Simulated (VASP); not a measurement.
# Al2H2Cl: single point with PBE+D3(BJ)

Crystal: Al2H2Cl.

```xyz
5
Lattice="3.2216 0.0000 0.0000 -1.6108 2.7900 0.0000 0.0000 0.0000 8.1420" Properties=species:S:1:pos:R:3 pbc="T T T"
Al    0.0000    0.0000    3.5721
Al    0.0000    0.0000    6.1361
H     0.0000    0.0000    7.7337
H     0.0000    1.8600    6.0209
Cl    0.0000    1.8600    1.9389
```

```json
{"Program": "VASP 6.6.1", "Task": "single point", "Functional": "PBE", "Dispersion": "D3(BJ)", "Potentials or basis": "VASP PAW PBE potentials, release 64 (Al, H, Cl)", "Cutoff": "520 eV", "k mesh": "12 × 12 × 6", "Occupations": "gaussian, width 0.1 eV", "Spin": "no spin polarisation", "Dipole correction": "no", "Further INCAR settings": "ALGO = Normal; EDIFF = 1e-06; NBANDS = 16"}
```

```json
{
 "Pressure": "-0.1 GPa",
 "Largest force": "0.005 eV/Å",
 "Dispersion energy per atom": "-0.167 eV"
}
```

Forces in eV/Å, atoms in the order of the input:
```
Al   0.000  0.000  0.000
Al   0.000  0.000 -0.004
H    0.000  0.000  0.003
H    0.000  0.000 -0.005
Cl   0.000  0.000  0.005
```

Levels at points of the mesh, in eV from the Fermi level:
| k point | band 3 | band 4 | band 5 | band 6 | band 7 | band 8 | band 9 | band 10 | band 11 | band 12 |
| --- | --- | --- | --- | --- | --- | --- | --- | --- | --- | --- |
| (0.00, 0.00, 0.00) | -8.52 | -4.34 | -3.94 | -3.94 | -3.08 | 2.48 | 4.56 | 6.35 | 6.35 | 6.73 |
| (0.50, 0.00, 0.00) | -6.98 | -6.32 | -4.94 | -4.65 | -3.19 | -0.37 | 0.50 | 2.93 | 3.52 | 3.93 |
| (0.00, 0.00, 0.50) | -8.11 | -5.45 | -3.94 | -3.94 | -1.81 | 1.80 | 4.64 | 6.36 | 6.36 | 6.80 |
| (0.50, 0.00, 0.50) | -7.11 | -6.13 | -4.94 | -4.82 | -2.89 | -0.54 | 0.19 | 2.77 | 3.31 | 3.86 |

Run time: 62 s on 1 thread of AMD EPYC 9R45 96-Core Processor (Zen 5), with other jobs on the host, peak memory 0.23 GiB.

Caveat: an odd number of electrons without spin polarisation forces a metal; a magnetic or distorted state may lie lower; pairwise dispersion overbinds metals, which lowers pressure and volume.
